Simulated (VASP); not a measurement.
GaAs:

```
CELL_PARAMETERS angstrom
0.00000 2.74809 2.74809
2.74809 0.00000 2.74809
2.74809 2.74809 0.00000
ATOMIC_POSITIONS crystal
Ga 0.00000 0.00000 0.00000
As 0.25000 0.25000 0.25000
```

This cell differs from its parent crystal: strain -3.0%.

Base run:

| Quantity | Value |
| --- | --- |
| Program | VASP 6.6.1 |
| Functional | PBE |
| Potentials or basis | VASP PAW PBE potentials, release 64 (Ga_d, As) |
| Cutoff | 520 eV |
| k mesh | 8 × 8 × 8 |
| Occupations | fermi-dirac, width 0.02 eV |
| Spin | no spin polarisation |

Its results: band gap on the k mesh 1.18 eV; pressure 11.3 GPa.

Problem. The run is repeated on the same cell with these changes: functional from PBE to r2SCAN; occupations from fermi-dirac, width 0.02 eV to gaussian, width 0.01 eV. What comes out?

Solution. Band gap on the k mesh 1.59 eV (least direct gap 1.70 eV); pressure 8.3 GPa.

Caveats: the cell stands under pressure; the PAW data sets were made with another functional, which shifts forces and pressure a little (at least some runs).

A k mesh can miss the band edges.
